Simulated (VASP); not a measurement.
A run of VASP 6.6.1:

Contents of INCAR:

```
  PREC = Accurate
  ENCUT = 520
  EDIFF = 1E-8
  ISMEAR = -1
  SIGMA = 0.03
  LREAL = F
  LASPH = T
  NELM = 100
  ALGO = Normal
  ISIF = 2
  LWAVE = F
  LCHARG = F
  GGA = PE
  LEFG = T
  NBANDS = 15
```

KPOINTS

```
regular mesh
0
Gamma
  16 16 16
```

POSCAR

```
TiC
1.0
    0.0000000000      2.1924769499      2.1924769499
    2.1924769499      0.0000000000      2.1924769499
    2.1924769499      2.1924769499      0.0000000000
Ti C
1 1
Direct
    0.0000000000      0.0000000000      0.0000000000
    0.5000000000      0.5000000000      0.5000000000
```

Potentials or basis: VASP PAW PBE potentials, release 64 (Ti_sv, C).

Run with:

```sh
$ cat potpaw_PBE.64/Ti_sv/POTCAR potpaw_PBE.64/C/POTCAR > POTCAR
$ mpirun -np 1 vasp_std > vasp.out
```

Hardware: 1 thread of Intel Xeon 6975P-C (shared host).

Question: Estimate the wall time of this run.

Answer: It took 28 s on 1 thread of Intel Xeon 6975P-C, on a shared host, peak memory 0.17 GiB. Counts: scf iterations 18, k points 145.
